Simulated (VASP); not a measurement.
**ZnO: single point with RPBE**

ZnO:

```
CELL_PARAMETERS angstrom
3.27412 0.00000 0.00000
-1.63706 2.83547 0.00000
0.00000 0.00000 5.27946
ATOMIC_POSITIONS crystal
Zn 0.33333 0.66667 0.00145
Zn 0.66667 0.33333 0.50145
O 0.33333 0.66667 0.38065
O 0.66667 0.33333 0.88065
```

This cell differs from its parent crystal: volume scaled by 0.96.

| Quantity | Value |
| --- | --- |
| Program | VASP 6.6.1 |
| Task | single point |
| Functional | RPBE |
| Potentials or basis | VASP PAW PBE potentials, release 64 (Zn, O_h) |
| Cutoff | 910 eV |
| k mesh | 8 × 8 × 6 |
| Occupations | gaussian, width 0.05 eV |
| Spin | no spin polarisation |
| Dipole correction | no |
| Second run | hard_potentials |
| Further INCAR settings | ALGO = Normal; EDIFF = 1e-06; NBANDS = 26 |

- Pressure: 6.0 GPa
- Largest force: 0.005 eV/Å
- Band gap on the k mesh: 0.83 eV, direct

Forces on the atoms (eV/Å):
```
Zn   0.000  0.000 -0.005
Zn   0.000  0.000 -0.005
O    0.000  0.000  0.005
O    0.000  0.000  0.005
```

Levels at points of the mesh, in eV from the valence-band top:
```csv
k point,band 16,band 17,band 18,band 19,band 20,band 21
"(0.00, 0.00, 0.00)",-0.08,0.00,0.00,0.83,5.22,8.22
"(0.50, 0.00, 0.00)",-2.16,-1.23,-0.80,5.73,6.96,7.66
"(0.00, 0.00, 0.50)",-0.37,-0.37,-0.37,3.46,3.46,10.06
"(0.50, 0.00, 0.50)",-1.44,-1.32,-1.32,5.77,5.77,8.36
```

Wall time 93 s on 1 thread of Intel(R) Xeon(R) Platinum 8488C (Sapphire Rapids) (shared host), peak memory 0.28 GiB.

Caveat: the cutoff is under 1.25 times the usual one of these potentials, so pressure, stress and relaxed cells hold a basis-set (Pulay) error; the PAW data sets were made with another functional, which shifts forces and pressure a little.
